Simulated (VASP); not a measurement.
Here is a VASP 6.6.1 calculation.

INCAR

```
PREC     = Accurate       # precision mode
ENCUT    = 500            # plane-wave cutoff, eV
EDIFF    = 1E-6           # SCF threshold, eV
ISMEAR   = 0              # smearing method
SIGMA    = 0.05           # smearing width, eV
LREAL    = False          # projectors in reciprocal space
LASPH    = True           # aspherical terms in the spheres
NELM     = 120            # most SCF steps
ALGO     = Normal         # electronic algorithm
ISIF     = 2              # what is computed and relaxed
LWAVE    = False          # write WAVECAR
LCHARG   = False          # write CHGCAR
GGA      = PE             # functional
NBANDS   = 12             # bands
GGA_COMPAT= False
```

The input KPOINTS:

```
regular mesh
0
Gamma
  18 18 18
```

POSCAR

```
Ti
1.0
   -1.6278955488      1.6278955488      1.6278955488
    1.6278955488     -1.6278955488      1.6278955488
    1.6278955488      1.6278955488     -1.6278955488
Ti
1
Direct
    0.0000000000      0.0000000000      0.0000000000
```

Potentials or basis: VASP PAW PBE potentials, release 64 (Ti_sv).

The run is started by

```console
$ cat potpaw_PBE.64/Ti_sv/POTCAR > POTCAR
$ mpirun -np 1 vasp_std > vasp.out
```

Task: Predict the band gap on the k mesh.

Result: Zero (bands 6 and 7 overlap by 1.59 eV).

Task: Estimate the pressure.

Result: -0.3 GPa.
